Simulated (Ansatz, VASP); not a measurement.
**One calculation of AgCl, two programs**

Contents of INCAR:

```
  ALGO = Normal
  EDIFF = 1E-8
  ENCUT = 520
  GGA = PE
  ISIF = 2
  ISMEAR = -1
  LASPH = True
  LCHARG = False
  LEFG = True
  LREAL = False
  LWAVE = False
  NBANDS = 16
  NELM = 80
  PREC = Accurate
  SIGMA = 0.01
```

Contents of KPOINTS:

```
k-points
0
Gamma
  9 9 9
```

File POSCAR:

```
AgCl
1.0
    3.4224880547      0.0000000000      0.0000000000
    0.0000000000      3.4224880547      0.0000000000
    0.0000000000      0.0000000000      3.4224880547
Ag Cl
1 1
Direct
    0.0000000000      0.0000000000      0.0000000000
    0.5000000000      0.5000000000      0.5000000000
```

Input for Ansatz:

```yaml
crystal:
  lattice:
    - [3.4224880547, 0.0, 0.0]
    - [0.0, 3.4224880547, 0.0]
    - [0.0, 0.0, 3.4224880547]
  atoms:
    - { symbol: Ag, position: [0.0, 0.0, 0.0] }
    - { symbol: Cl, position: [0.5, 0.5, 0.5] }
kpoints:
  mp_grid: { grid: [9, 9, 9] }
scf:
  occupations: { method: fermi_dirac, width: 0.01 }
hamiltonian:
  xc: pbe
  pseudopotentials: { kind: all_electron, datasets: crystal }
output:
  forces: true
  stress: true
  eigenvalues: true
  efg: { contact_densities: true }
```

Change from the starting cell: volume scaled by 0.99, crystal datasets.

Alike in both runs: task electric field gradients; functional PBE; k mesh 9 × 9 × 9; occupations fermi-dirac, width 0.01 eV; no spin polarisation.

|  | VASP | Ansatz |
| --- | --- | --- |
| version | VASP 6.6.1 | Ansatz 0.2.0 |
| potentials or method | VASP PAW PBE potentials, release 64 (Ag, Cl), cutoff 520 eV | all-electron PAW with datasets made for the crystal, scalar-relativistic |

|  | VASP | Ansatz | Ansatz less VASP |
| --- | --- | --- | --- |
| gap on the k mesh at the Fermi level (eV) | 0.61 | 0.61 | +0.001 |
| pressure (GPa) | 0.2 | 0.4 | +0.13 |

Ansatz ran all-electron here, and VASP with PAW potentials.
